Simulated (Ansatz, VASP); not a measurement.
**MgF2 in VASP and in Ansatz**

File INCAR:

```
SYSTEM = MgF2
  ALGO = Normal
  EDIFF = 1E-6
  ENCUT = 600
  GGA = PS
  GGA_COMPAT = .False.
  ISIF = 2
  ISMEAR = -1
  LASPH = .True.
  LCHARG = .True.
  LELF = .True.
  LREAL = .False.
  LVHAR = .True.
  LWAVE = .False.
  NBANDS = 25
  NELM = 120
  PREC = Accurate
  SIGMA = 0.08
```

KPOINTS

```
k-points
0
Gamma
  7 7 10
  0 0 0
```

The input POSCAR:

```
MgF2
1.0
    4.6392492389      0.0000000000      0.0000000000
    0.0000000000      4.6392492389      0.0000000000
    0.0000000000      0.0000000000      3.0624562022
Mg F
2 4
Direct
    0.0000000000      0.0000000000      0.0000000000
    0.5000000000      0.5000000000      0.5000000000
    0.3033899452      0.3033899452      0.0000000000
    0.6966100548      0.6966100548      0.0000000000
    0.8033899452      0.1966100548      0.5000000000
    0.1966100548      0.8033899452      0.5000000000
```

Input for Ansatz:

```yaml
crystal:
  lattice:
    - [4.6392492389, 0.0, 0.0]
    - [0.0, 4.6392492389, 0.0]
    - [0.0, 0.0, 3.0624562022]
  atoms:
    - { symbol: Mg, position: [0.0, 0.0, 0.0] }
    - { symbol: Mg, position: [0.5, 0.5, 0.5] }
    - { symbol: F, position: [0.3033899452, 0.3033899452, 0.0] }
    - { symbol: F, position: [0.6966100548, 0.6966100548, 0.0] }
    - { symbol: F, position: [0.8033899452, 0.1966100548, 0.5] }
    - { symbol: F, position: [0.1966100548, 0.8033899452, 0.5] }
kpoints:
  mp_grid: { grid: [7, 7, 10] }
  band_path:
    path:
      - [0.0, 0.0, 0.0]
      - [0.0, 0.5, 0.0]
      - [0.5, 0.5, 0.0]
      - [0.0, 0.0, 0.0]
      - [0.0, 0.0, 0.5]
      - [0.0, 0.5, 0.5]
      - [0.5, 0.5, 0.5]
      - [0.0, 0.0, 0.5]
      - [0.0, 0.5, 0.0]
    npoints: 8
scf:
  occupations: { method: fermi_dirac, width: 0.08 }
hamiltonian:
  xc: pbesol
  pseudopotentials: { kind: paw }
output:
  forces: true
  stress: true
  eigenvalues: true
  populations: true
  dos: { projected: true, de: 0.2, e_range: [-14, 8] }
```

Change from the starting cell: volume scaled by 1, PAW files.

Alike in both runs: task single point; functional PBEsol; k mesh 7 × 7 × 10; occupations fermi-dirac, width 0.08 eV; no spin polarisation.

```csv
,VASP,Ansatz
version,VASP 6.6.1,Ansatz 0.2.0
potentials or method,"VASP PAW PBE potentials, release 64 (Mg, F)","PAW with Ansatz's default frozen-core files, scalar-relativistic"
plane-wave cutoff (eV),600,420
valence electrons in the cell,32,48
```

Ansatz gave:

| Quantity | Value |
| --- | --- |
| gap on the k mesh at the Fermi level (eV) | 6.89 |
| pressure (GPa) | 0.0 |

Problem. Estimate VASP's values.

Solution. gap on the k mesh at the Fermi level (eV): 6.86; pressure (GPa): -1.0.

VASP's potentials were made for PBE, not for PBEsol. The functional is the same, so the differences come from potentials, cutoffs and numerics. VASP's potentials hold 32 valence electrons a cell and Ansatz's 48, so a difference there can come from the potentials and not from the codes.
